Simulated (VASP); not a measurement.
Runs of VASP 6.6.1 on Mo. The structure is that of space group Fm-3m (No. 225), or close to it. The cells are those of the table. 

```tsv
cell	gap on the mesh (eV)	pressure (GPa)
a = 2.919 Å, angles 60.0°, 1 atom	none	(b)
a = 2.777 Å, angles 60.0°, 1 atom	none	16.2
a = 2.896 Å, angles 60.0°, 1 atom	none	-13.7
a = 2.801 Å, angles 60.0°, 1 atom	none	8.5
a = 2.751 Å, angles 60.0°, 1 atom	none	24.9
a = 2.850 Å, angles 60.0°, 1 atom	none	(a)
a = 2.873 Å, angles 60.0°, 1 atom	none	-9.2
a = 2.942 Å, angles 60.0°, 1 atom	none	(c)
```

Alike in all rows: task single point; level PBE; potentials or basis VASP PAW PBE potentials, release 64 (Mo_sv); no spin polarisation; k mesh 10 × 10 × 10; cutoff (eV) 520; smearing fermi-dirac 0.15 eV.

Estimate the missing entries.

(a) -4.0; (b) -17.6; (c) -21.1.

A k mesh can miss the band edges, and the runs leave out spin-orbit coupling on Mo.

A gap of «none» marks levels without a gap at the run's occupations.
